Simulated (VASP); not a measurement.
# BaS (Fm-3m) in VASP: notebook

The runs below take BaS through single point, relaxation of cell and atoms, with PBE.

All numbers are computed with VASP 6.6.1; they aren't measurements. Logs are shortened: lines on timing, memory, paths and dates and some standing lists are left out, and cuts for length are marked.

## (1) The cell of the first run

The structure is cubic, space group Fm-3m (No. 225). The conventional cell has a = 6.430 Å, b = 6.430 Å, c = 6.430 Å, α = 90.00°, β = 90.00°, γ = 90.00°. Ba (site symmetry m-3m) has 6 S at 3.22 Å within 4.2 Å. Within 4.2 Å of S (site symmetry m-3m) lie 6 Ba at 3.22 Å.

## (2) Single point, PBE

The input, INCAR:

```
ALGO = Normal ; EDIFF = 1E-6
ENCUT = 520 ; GGA = PE
ISIF = 2 ; ISMEAR = -1
LASPH = T ; LCHARG = T
LELF = T ; LREAL = F
LVHAR = T ; LWAVE = F
NBANDS = 15 ; NELM = 80
PREC = Accurate ; SIGMA = 0.02
```

The input, KPOINTS:

```
k-points
0
Gamma
  7 7 7
```

The input, POSCAR:

```
BaS
1.0
    0.0000000000      3.2150169274      3.2150169274
    3.2150169274      0.0000000000      3.2150169274
    3.2150169274      3.2150169274      0.0000000000
Ba S
1 1
Direct
    0.0000000000      0.0000000000      0.0000000000
    0.5000000000      0.5000000000      0.5000000000
```

Potentials or basis: VASP PAW PBE potentials, release 64 (Ba_sv, S).

Started as:

```sh
$ cat potpaw_PBE.64/Ba_sv/POTCAR potpaw_PBE.64/S/POTCAR > POTCAR
$ mpirun -np 1 vasp_std > vasp.out
```

OUTCAR:

```text
EDIFF = 1E-6
   ENCUT = 520
   GGA = PE
   ISIF = 2
   ISMEAR = -1
   LASPH = T
   LREAL = F
   NELM = 80
   PREC = Accurate

 ion  position               nearest neighbor table
   1  0.000  0.000  0.000-   2 3.22   2 3.22   2 3.22   2 3.22   2 3.22   2 3.22
   2  0.500  0.500  0.500-   1 3.22   1 3.22   1 3.22   1 3.22   1 3.22   1 3.22

  LATTYP: Found a face centered cubic cell.
 ALAT       =     6.4300338548

  Lattice vectors:

 A1 = (   0.0000000000,   3.2150169274,   3.2150169274)
 A2 = (   3.2150169274,   0.0000000000,   3.2150169274)
 A3 = (   3.2150169274,   3.2150169274,   0.0000000000)

Analysis of symmetry for initial positions (statically):
=====================================================================
 Subroutine PRICEL returns:
 Original cell was already a primitive cell.

 Routine SETGRP: Setting up the symmetry group for a
 face centered cubic supercell.

 Subroutine GETGRP returns: Found 48 space group operations
 (whereof 48 operations were pure point group operations)
 out of a pool of 48 trial point group operations.

The static configuration has the point symmetry O_h .

Analysis of symmetry for dynamics (positions and initial velocities):
=====================================================================
 Subroutine PRICEL returns:
 Original cell was already a primitive cell.

 Routine SETGRP: Setting up the symmetry group for a
 face centered cubic supercell.

 Subroutine GETGRP returns: Found 48 space group operations
 (whereof 48 operations were pure point group operations)
 out of a pool of 48 trial point group operations.

The dynamic configuration has the point symmetry O_h .

 Subroutine INISYM returns: Found 48 space group operations
 (whereof 48 operations are pure point group operations),
 and found     1 'primitive' translations

----------------------------------------------------------------------------------------

                                     Primitive cell

  volume of cell :      66.4630

  direct lattice vectors                    reciprocal lattice vectors
     0.000000000  3.215016927  3.215016927    -0.155520177  0.155520177  0.155520177
     3.215016927  0.000000000  3.215016927     0.155520177 -0.155520177  0.155520177
     3.215016927  3.215016927  0.000000000     0.155520177  0.155520177 -0.155520177

  length of vectors
     4.546720542  4.546720542  4.546720542     0.269368847  0.269368847  0.269368847

  position of ions in fractional coordinates (direct lattice)
     0.000000000  0.000000000  0.000000000
     0.500000000  0.500000000  0.500000000

  ion indices of the primitive-cell ions
   primitive index   ion index
                 1           1
                 2           2

----------------------------------------------------------------------------------------

 KPOINTS: k-points

Automatic generation of k-mesh.
 Grid dimensions read from file:
 generate k-points for:    7    7    7

 Generating k-lattice:

  Cartesian coordinates                     Fractional coordinates (reciprocal lattice)
    -0.022217168  0.022217168  0.022217168     0.142857143  0.000000000  0.000000000
     0.022217168 -0.022217168  0.022217168     0.000000000  0.142857143  0.000000000
     0.022217168  0.022217168 -0.022217168     0.000000000  0.000000000  0.142857143

  Length of vectors
     0.038481264  0.038481264  0.038481264

  Shift w.r.t. Gamma in fractional coordinates (k-lattice)
     0.000000000  0.000000000  0.000000000

 Subroutine IBZKPT returns following result:
 ===========================================

 Found     20 irreducible k-points:

 Following reciprocal coordinates:
            Coordinates               Weight
  0.000000  0.000000  0.000000      1.000000
  0.142857  0.000000  0.000000      8.000000
  0.285714  0.000000  0.000000      8.000000
  0.428571  0.000000  0.000000      8.000000
  0.142857  0.142857  0.000000      6.000000
  0.285714  0.142857  0.000000     24.000000
[... 12 lines left out ...]
 -0.428571  0.428571  0.142857     24.000000
 -0.285714  0.428571  0.142857     24.000000
   k-points           NKPTS =     20   k-points in BZ     NKDIM =     20   number of bands    NBANDS=     15
   number of dos      NEDOS =    301   number of ions     NIONS =      2
   total plane-waves  NPLWV =  46656
   dimension x,y,z NGX =    36 NGY =   36 NGZ =   36
   dimension x,y,z NGXF=    72 NGYF=   72 NGZF=   72
   ions per type =               1   1
   NGX,Y,Z   is equivalent  to a cutoff of  13.16, 13.16, 13.16 a.u.
   NGXF,Y,Z  is equivalent  to a cutoff of  26.33, 26.33, 26.33 a.u.
 SYSTEM =  unknown system
   PREC   = accura    normal or accurate (medium, high low for compatibility)
   ISTART =      0    job   : 0-new  1-cont  2-samecut
   ICHARG =      2    charge: 1-file 2-atom 10-const
   ISPIN  =      1    spin polarized calculation?
   LNONCOLLINEAR =      F non collinear calculations
   LSORBIT =      F    spin-orbit coupling
   LASPH  =      T    aspherical Exc in radial PAW
   ENCUT  =  520.0 eV  38.22 Ry    6.18 a.u.   8.45  8.45  8.45*2*pi/ulx,y,z
   NELM   =     80;   NELMIN=  2; NELMDL= -5     # of ELM steps
   EDIFF  = 0.1E-05   stopping-criterion for ELM
   LREAL  =      F    real-space projection
   EDIFFG = 0.1E-04   stopping-criterion for IOM
   NSW    =      0    number of steps for IOM
   IBRION =     -1    ionic relax: 0-MD 1-quasi-New 2-CG
   NFREE  =      0    steps in history (QN), initial steepest desc. (CG)
   ISIF   =      2    stress and relaxation
   ISYM   =      2    0-nonsym 1-usesym 2-fastsym
   POTIM  = 0.5000    time-step for ionic-motion
   TEBEG  =    0.0;   TEEND  =   0.0 temperature during run
   PSTRESS=    0.0 pullay stress
   NELECT =      16.0000    total number of electrons
   NUPDOWN=      -1.0000    fix difference up-down
   EMIN   =  10.00;   EMAX   =-10.00  energy-range for DOS
   EFERMI =   0.00;   METHOD = LEGACY
   ISMEAR =    -1;   SIGMA  =   0.02  broadening in eV -4-tet -1-fermi 0-gaus
   EFERMI_NEDOS =   21; number of points for ismear=-14 and -15
   IALGO  =     38    algorithm
   IMIX   =      4    mixing-type and parameters
     AMIX     =   0.40;   BMIX     =  1.00
     AMIX_MAG =   1.60;   BMIX_MAG =  1.00
  volume/ion in A,a.u.               =      33.23       224.26
  Fermi-wavevector in a.u.,A,eV,Ry     =   1.018407  1.924511 14.111333  1.037154
  Thomas-Fermi vector in A             =   2.151863
   LORBIT       =      0    0 simple, 1 ext, 2 COOP (PROOUT), +10 PAW based schemes
   GGA     = PE    functional components
   LHFCALC =     F    Hartree Fock is set to
   AEXX    =    0.0000 exact exchange contribution
   IVDW    =     0    specifies the selected vdW correction
   LEPSILON=     F    determine dielectric tensor
   LRPA    =     F    only Hartree local field effects (RPA)
 non-spin polarized calculation
  energy-cutoff  :      520.00
  volume of cell :       66.46
 maximum number of plane-waves:      1814
 NGX is ok and might be reduce to    36
   NGX = 17   NGY = 17   NGZ = 17

 number of electron      16.0000002 magnetization

 Free energy of the ion-electron system (eV)
  ---------------------------------------------------
  ext. energy  EPLUGINS =         0.00000000
  ---------------------------------------------------
  free energy    TOTEN  =       -10.19279544 eV

  energy without entropy =      -10.19279544  energy(sigma->0) =      -10.19279544

 E-fermi :   1.7528     XC(G=0):  -8.5434

 val. band max:        1.3516979162   @ k =   0.0000   0.0000   0.0000
 cond. band min:       3.5499539162   @ k =   0.4286   0.4286   0.0000
 fundamental gap:      2.1982560000
 Fermi energy:         1.7528141181

 k-point     1 :       0.0000    0.0000    0.0000
  band No.  band energies     occupation
      1     -24.7866      2.00000
      2      -9.8443      2.00000
      3      -9.8443      2.00000
      4      -9.8443      2.00000
      5      -8.9783      2.00000
      6       1.3517      2.00000
      7       1.3517      2.00000
      8       1.3517      2.00000
      9       4.8548      0.00000
     10       5.2169      0.00000
     11       5.2169      0.00000
     12       5.2169      0.00000
     13       6.1219      0.00000
     14       6.1219      0.00000
     15      10.0517      0.00000

 k-point     2 :       0.1429    0.0000    0.0000
  band No.  band energies     occupation
      1     -24.7790      2.00000
      2     -10.1694      2.00000
      3      -9.8512      2.00000
      4      -9.8512      2.00000
      5      -8.6357      2.00000
      6       0.8513      2.00000
      7       1.0969      2.00000
      8       1.0969      2.00000
      9       5.2163      0.00000
     10       5.5128      0.00000
     11       5.5128      0.00000
     12       5.6130      0.00000
     13       6.6879      0.00000
     14       6.6879      0.00000
     15      10.8316      0.00000

 k-point     3 :       0.2857    0.0000    0.0000
  band No.  band energies     occupation
      1     -24.7620      2.00000
      2     -10.6064      2.00000
      3      -9.8667      2.00000
      4      -9.8667      2.00000
      5      -8.1569      2.00000
      6       0.0387      2.00000
      7       0.6397      2.00000
      8       0.6397      2.00000
      9       5.5663      0.00000
     10       6.3243      0.00000
     11       6.3243      0.00000
     12       6.9384      0.00000
     13       8.0493      0.00000
     14       8.0493      0.00000
     15      11.8074      0.00000
[... 271 lines left out ...]
 k-point    19 :      -0.4286    0.4286    0.1429
  band No.  band energies     occupation
      1     -24.7361      2.00000
      2     -10.3920      2.00000
      3     -10.0903      2.00000
      4     -10.0650      2.00000
      5      -8.5055      2.00000
      6       0.5012      2.00000
      7       0.7281      2.00000
      8       0.9994      2.00000
      9       4.3547      0.00000
     10       7.1065      0.00000
     11       7.4548      0.00000
     12       8.3706      0.00000
     13       8.5935      0.00000
     14       9.2981      0.00000
     15      10.6489      0.00000

 k-point    20 :      -0.2857    0.4286    0.1429
  band No.  band energies     occupation
      1     -24.7348      2.00000
      2     -10.4228      2.00000
      3     -10.1789      2.00000
      4     -10.0424      2.00000
      5      -8.3608      2.00000
      6       0.2392      2.00000
      7       0.7646      2.00000
      8       0.8220      2.00000
      9       5.2727      0.00000
     10       6.1649      0.00000
     11       7.6606      0.00000
     12       8.3395      0.00000
     13       8.4793      0.00000
     14      10.3516      0.00000
     15      11.4112      0.00000

------------------------ aborting loop because EDIFF is reached ----------------------------------------

  FORCE on cell =-STRESS in cart. coord.  units (eV):
  Direction    XX          YY          ZZ          XY          YZ          ZX
  --------------------------------------------------------------------------------------
  -------------------------------------------------------------------------------------
  Total        0.2145820      0.2145820      0.2145820      0.0000000      0.0000000      0.0000000
  in kB        5.1727816      5.1727816      5.1727816      0.0000000      0.0000000      0.0000000
  external PRESSURE =       5.1727816 kB  Pullay stress =       0.0000000 kB

 VOLUME and BASIS-vectors are now :
 -----------------------------------------------------------------------------
  energy-cutoff  :      520.00
  volume of cell :       66.46
      direct lattice vectors                 reciprocal lattice vectors
     0.000000000  3.215016927  3.215016927    -0.155520177  0.155520177  0.155520177
     3.215016927  0.000000000  3.215016927     0.155520177 -0.155520177  0.155520177
     3.215016927  3.215016927  0.000000000     0.155520177  0.155520177 -0.155520177

 POSITION                                       TOTAL-FORCE (eV/Angst)
 -----------------------------------------------------------------------------------
      0.00000      0.00000      0.00000        -0.000000      0.000000      0.000000
      3.21502      3.21502      3.21502         0.000000     -0.000000     -0.000000
 -----------------------------------------------------------------------------------
    total drift:                                0.000000      0.000000      0.000000

  FREE ENERGIE OF THE ION-ELECTRON SYSTEM (eV)
  ---------------------------------------------------
  free  energy   TOTEN  =       -10.1927954394 eV

  energy  without entropy=      -10.1927954394  energy(sigma->0) =      -10.19279544
```

It took 32 s on 1 thread of Intel Xeon 8259CL, shared host; peak memory 0.2 GiB.

What came out:

```yaml
Free_energy: -10.1928 eV
Pressure: 0.5 GPa
Band_gap_on_the_k_mesh: 2.20 eV, indirect (least direct gap 2.35 eV)
```

Levels at points of the mesh, in eV from the valence-band top:
```
           k point  band 5  band 6  band 7  band 8  band 9  band 10  band 11  band 12
(0.00, 0.00, 0.00)  -10.33    0.00    0.00    0.00    3.50     3.87     3.87     3.87
```

Caveat: spin-orbit coupling is left out, which moves the levels of the heavy elements.

## (3) Relaxation of cell and atoms, PBE

This run uses another cell than the first one, of 35.18 Å³/atom, 1.059 times its volume.

The input, INCAR:

```
  PREC = Accurate
  ENCUT = 600
  EDIFF = 1E-6
  ISMEAR = -1
  SIGMA = 0.02
  LREAL = False
  LASPH = True
  NELM = 80
  ALGO = Normal
  ISIF = 3
  LWAVE = False
  LCHARG = False
  GGA = PE
  IBRION = 2
  NSW = 100
  EDIFFG = -0.005
```

The input, KPOINTS:

```
regular mesh
0
Gamma
  7 7 7
```

The input, POSCAR:

```
BaS
1.0
    0.0000000000      3.2767414078      3.2767414078
    3.2767414078      0.0000000000      3.2767414078
    3.2767414078      3.2767414078      0.0000000000
Ba S
1 1
Direct
    0.0000000000      0.0000000000      0.0000000000
    0.5000000000      0.5000000000      0.5000000000
```

Potentials or basis: VASP PAW PBE potentials, release 64 (Ba_sv, S).

Started as:

```sh
$ cat potpaw_PBE.64/Ba_sv/POTCAR potpaw_PBE.64/S/POTCAR > POTCAR
$ mpirun -np 1 vasp_std > vasp.out
```

Wall time 89 s (1 thread of Intel Xeon 8259CL, shared host); peak memory 0.25 GiB.

It converged, with:

| Property | Result |
| --- | --- |
| Free energy | -10.1948 eV |
| Relaxed volume | 33.65 Å³/atom |
| Relaxed cell | a = 4.566 Å, b = 4.566 Å, c = 4.566 Å, α = 60.00°, β = 60.00°, γ = 60.00° |
| Space group after relaxing (to 0.05 Å) | Fm-3m (No. 225) |
| Energy gained by relaxing | 8.3 meV/atom |
| Ionic steps | 3 |
| Pressure after relaxing | 0.0 GPa |
| Band gap on the k mesh | 2.22 eV, indirect (least direct gap 2.38 eV) |

The path:
```tsv
step	energy change (eV)	largest force (eV/Å)	pressure (GPa)	volume (Å³)
1	0.0000	0.0000	-1.67	70.36
2	-0.0159	0.0000	0.38	66.70
3	-0.0166	0.0000	0.00	67.30
```

Final structure:
```xyz
2
Lattice="0.0000 3.2284 3.2284 3.2284 0.0000 3.2284 3.2284 3.2284 0.0000" Properties=species:S:1:pos:R:3 pbc="T T T"
Ba    0.0000    0.0000    0.0000
S     3.2284    3.2284    3.2284
```

Levels at points of the mesh, in eV from the valence-band top:
```tsv
k point	band 5	band 6	band 7	band 8	band 9	band 10	band 11	band 12
(0.00, 0.00, 0.00)	-10.31	0.00	0.00	0.00	3.44	3.86	3.86	3.86
```

Caveat: spin-orbit coupling is left out, which moves the levels of the heavy elements. A k mesh can miss the band edges.
